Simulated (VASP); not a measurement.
MgBe2SeS2:

```xyz
6
Lattice="3.9966 0.0000 0.0000 -1.9983 3.4612 0.0000 0.0000 0.0000 8.7008" Properties=species:S:1:pos:R:3 pbc="T T T"
Mg    0.0000    0.0000    0.0000
Be    0.0000    2.3074    4.3504
Be    1.9983    1.1537    4.3504
Se    0.0000    0.0000    4.3504
S     0.0000    0.0000    6.2463
S     0.0000    0.0000    2.4545
```

| Property | Result |
| --- | --- |
| Program | VASP 6.6.1 |
| Task | relaxation of cell and atoms |
| Functional | PBE |
| Potentials or basis | VASP PAW PBE potentials, release 64 (Mg, Be, Se, S) |
| Cutoff | 600 eV |
| k mesh | 6 × 6 × 2 |
| Occupations | gaussian, width 0.1 eV |
| Spin | no spin polarisation |

At the start: pressure 21.8 GPa; volume 20.06 Å³/atom.

Question: How do energy, volume and symmetry change on relaxing?

Answer: Over 20 steps the energy falls by 698.2 meV/atom and the volume is 27.37 Å³/atom (+36.4 %); space group P6/mmm (No. 191, to 0.05 Å).

Step by step:
```csv
step,energy change (eV),largest force (eV/Å),pressure (GPa),volume (Å³)
1,0.0000,12.0672,21.80,120.36
2,-3.5964,1.7492,-2.88,169.15
3,-3.6058,1.7629,-2.79,167.35
4,-3.6106,1.7770,-2.71,165.85
5,-3.5763,1.8319,-2.09,157.87
6,-3.9586,0.8821,-0.14,151.38
7,-3.9873,0.2990,0.84,149.12
8,-3.9876,0.3596,0.74,149.33
9,-4.0307,0.3947,0.67,151.27
10,-4.1448,0.1345,0.25,157.13
11,-4.1657,0.4287,0.08,169.06
12,-4.1787,0.2976,0.08,165.69
13,-4.1315,0.5546,-0.85,169.24
14,-4.1867,0.0343,-0.22,166.68
15,-4.1867,0.0450,-0.22,166.64
16,-4.1884,0.0665,0.05,164.58
17,-4.1884,0.0667,0.04,164.64
18,-4.1889,0.0061,-0.04,164.42
19,-4.1889,0.0098,-0.05,164.40
20,-4.1893,0.0095,-0.04,164.21
```

Final structure:
```
Mg Be Se S
1.0
     4.03874    0.00000    0.00000
    -2.01937    3.49765    0.00000
     0.00000    0.00000   11.62481
Mg Be Se S
1 2 1 2
Direct
  0.00000 0.00000 0.00000
  0.33333 0.66667 0.50000
  0.66667 0.33333 0.50000
  0.00000 0.00000 0.50000
  0.00000 0.00000 0.80382
  0.00000 0.00000 0.19618
```

Caveat: the k points lie up to 0.30 Å⁻¹ apart in the final cell; the volume moved by over 15 % at a fixed basis, so the end points are rough.
